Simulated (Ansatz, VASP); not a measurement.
# Two plane-wave programs on GaAs

POSCAR

```
GaAs
1.0
    0.0000000000      2.7350603505      2.9151945716
    2.7350603505      0.0000000000      2.9151945716
    2.7350603505      2.7350603505      0.0000000000
Ga As
1 1
Direct
    0.0000000000      0.0000000000      0.0000000000
    0.2500000000      0.2500000000      0.2500000000
```

INCAR.step1

```
SYSTEM = GaAs
PREC = Accurate
ENCUT = 520
EDIFF = 1E-5
ISMEAR = 0
SIGMA = 0.01
LREAL = .False.
LASPH = .True.
NELM = 100
ALGO = Normal
ISIF = 2
LWAVE = .True.
LCHARG = .False.
GGA = PE
NBANDS = 16
```

Contents of INCAR.step2:

```
SYSTEM = GaAs
PREC = Accurate
ENCUT = 520
EDIFF = 1E-6
ISMEAR = 0
SIGMA = 0.01
LREAL = .False.
LASPH = .True.
NELM = 100
ALGO = Normal
ISIF = 2
LWAVE = .False.
LCHARG = .False.
GGA = PE
LHFCALC = .True.
HFSCREEN = 0.2079
PRECFOCK = Normal
ISTART = 1
NBANDS = 16
```

Contents of KPOINTS:

```
regular mesh
0
Gamma
  6 6 6
  0 0 0
```

Input for Ansatz:

```yaml
crystal:
  lattice:
    - [0.0, 2.7350603505, 2.9151945716]
    - [2.7350603505, 0.0, 2.9151945716]
    - [2.7350603505, 2.7350603505, 0.0]
  atoms:
    - { symbol: Ga, position: [0.0, 0.0, 0.0] }
    - { symbol: As, position: [0.25, 0.25, 0.25] }
kpoints:
  mp_grid: { grid: [6, 6, 6] }
  band_path:
    path:
      - [0.0, 0.0, 0.0]
      - [-0.5, -0.5, 0.0]
      - [-0.375, -0.375, 0.25]
      - [-0.375, 0.0, 0.375]
      - [0.0, 0.0, 0.5]
      - [-0.5, -0.25, 0.25]
    npoints: 1
hamiltonian:
  xc: hse06
scf:
  occupations: { method: fixed }
  n_extra_bands: 4
output:
  forces: true
  stress: true
  eigenvalues: true
```

Change from the starting cell: epitaxial_xy strain -3.5%.

Alike in both runs: task single point; functional HSE06; k mesh 6 × 6 × 6; no spin polarisation.

|  | VASP | Ansatz |
| --- | --- | --- |
| version | VASP 6.6.1 | Ansatz 0.2.0 |
| potentials or method | VASP PAW PBE potentials, release 64 (Ga_d, As) | plane waves, PAW |
| plane-wave cutoff (eV) | 520 | 420 |
| occupations | gaussian, width 0.01 eV | fixed |
| valence electrons in the cell | 18 | 28 |

Ansatz gave:

| Quantity | Value |
| --- | --- |
| gap on the k mesh at the Fermi level (eV) | 1.54 |
| pressure (GPa) | 4.0 |
| traceless stress, the component that is largest in VASP (GPa) | -3.27 |

Problem. What did VASP give for the same quantities?

Solution. gap on the k mesh at the Fermi level (eV): 1.54; pressure (GPa): 3.8; traceless stress, the component that is largest in VASP (GPa): -3.29.

VASP's potentials hold 18 valence electrons a cell and Ansatz's 28, so a difference there can come from the potentials and not from the codes. Ansatz's warnings: stress exchange threshold loose, stress scf threshold loose.
